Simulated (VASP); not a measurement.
Write the native input for VASP 6.6.1 that does the following.

| Quantity | Value |
| --- | --- |
| Task | single point |
| Functional | PBEsol |
| Potentials or basis | VASP PAW PBE potentials, release 64 (Si, C) |
| Cutoff | 520 eV |
| k mesh | 10 × 10 × 10 |
| Occupations | fermi-dirac, width 0.05 eV |
| Spin | no spin polarisation |
| Dipole correction | no |
| Further INCAR settings | ALGO = Normal; EDIFF = 1e-07; NBANDS = 11 |

The structure of SiC (Moissanite 3C) lies in POSCAR:

```
SiC
1.0
    0.0000000000      2.2076743409      2.2076743409
    2.2076743409      0.0000000000      2.2076743409
    2.2076743409      2.2076743409      0.0000000000
Si C
1 1
Direct
    0.0000000000      0.0000000000      0.0000000000
    0.7500000000      0.7500000000      0.7500000000
```

This cell differs from its parent crystal: volume scaled by 1.04.

The input as run:

INCAR

```
SYSTEM = SiC
  PREC = Accurate
  ENCUT = 520
  EDIFF = 1E-7
  ISMEAR = -1
  SIGMA = 0.05
  LREAL = .False.
  LASPH = .True.
  NELM = 100
  ALGO = Normal
  ISIF = 2
  LWAVE = .False.
  LCHARG = .True.
  GGA = PS
  LELF = .True.
  LVHAR = .True.
  NBANDS = 11
```

KPOINTS

```
regular mesh
0
Gamma
  10 10 10
  0 0 0
```

Potentials or basis: VASP PAW PBE potentials, release 64 (Si, C).

The run is started by

```sh
$ cat potpaw_PBE.64/Si/POTCAR potpaw_PBE.64/C/POTCAR > POTCAR
$ mpirun -np 1 vasp_std > vasp.out
```

Results of the run:

| Item | Value |
| --- | --- |
| Pressure | -7.9 GPa |
| Band gap on the k mesh | 1.27 eV, indirect (least direct gap 4.40 eV) |

Caveat: the PAW data sets were made with another functional, which shifts forces and pressure a little.

It took 6.5 s on 1 thread of Intel(R) Xeon(R) Platinum 8375C CPU @ 2.90GHz (Ice Lake) (shared host), peak memory 0.13 GiB.
